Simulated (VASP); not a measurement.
**Ge: single point with PBE**

Ge:

```
CELL_PARAMETERS angstrom
0.00000 4.56972 4.56972
4.56972 0.00000 4.56972
4.56972 4.56972 0.00000
ATOMIC_POSITIONS crystal
Ge 0.28926 0.71074 0.71074
Ge 0.71074 0.28926 0.28926
Ge 0.71074 0.71074 0.28926
Ge 0.28926 0.28926 0.71074
Ge 0.28926 0.71074 0.28926
Ge 0.71074 0.28926 0.71074
Ge 0.25000 0.25000 0.25000
Ge 0.00000 0.00000 0.00000
```

The cell was built from a structure type or drawn by symmetry, and may not be a known phase.

```yaml
Program: VASP 6.6.1
Task: single point
Functional: PBE
Potentials_or_basis: VASP PAW PBE potentials, release 64 (Ge_d)
Cutoff: 520 eV
k_mesh: 8 × 8 × 8
Occupations: gaussian, width 0.1 eV
Spin: no spin polarisation
```

* Pressure: 0.0 GPa
* Largest force: 0.008 eV/Å
* Band gap on the k mesh: zero (bands 56 and 57 overlap by 2.33 eV)

Forces on the atoms (eV/Å):
```
Ge   0.008  0.000  0.000
Ge  -0.008  0.000  0.000
Ge   0.000  0.000  0.008
Ge   0.000  0.000 -0.008
Ge   0.000 -0.008  0.000
Ge   0.000  0.008  0.000
Ge   0.000  0.000  0.000
Ge   0.000  0.000  0.000
```

Levels at points of the mesh, in eV from the Fermi level:
```csv
k point,band 53,band 54,band 55,band 56,band 57,band 58,band 59,band 60
"(0.00, 0.00, 0.00)",-3.37,-3.37,-0.44,2.14,2.14,2.14,2.40,2.40
"(0.50, 0.00, 0.00)",-0.97,-0.97,-0.10,-0.10,-0.01,0.21,0.21,0.70
"(0.50, 0.50, 0.00)",-2.20,-1.86,-1.86,-0.12,-0.12,0.60,1.21,1.74
```

Run time: 3.8 min on 1 thread of AMD EPYC 9R45 96-Core Processor (Zen 5), on a shared host, peak memory 0.42 GiB.
